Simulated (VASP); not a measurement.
Runs of VASP 6.6.1 on Ru. The structure is that of space group Fd-3m (No. 227), or close to it. The cells are those of the table. 

```csv
cell,k mesh,gap on the mesh (eV),pressure (GPa)
"a = 3.858 Å, angles 60.0°, 2 atoms",17 × 17 × 17,none,0.1
"a = 3.884 Å, angles 60.0°, 2 atoms",12 × 12 × 12,none,(a)
"a = 3.780 Å, angles 60.0°, 2 atoms",12 × 12 × 12,none,11.9
"a = 3.780 Å, angles 60.0°, 2 atoms",17 × 17 × 17,none,11.9
"a = 3.832 Å, angles 60.0°, 2 atoms",17 × 17 × 17,none,3.6
```

Alike in all rows: task single point; level PBE; potentials or basis VASP PAW PBE potentials, release 64 (Ru_pv); no spin polarisation; cutoff (eV) 520; smearing fermi-dirac 0.0612256 eV.

Question: Fill in the values left out.

Answer: (a) -3.0.

A k mesh can miss the band edges, and the runs leave out spin-orbit coupling on Ru.

A gap of «none» marks levels without a gap at the run's occupations.
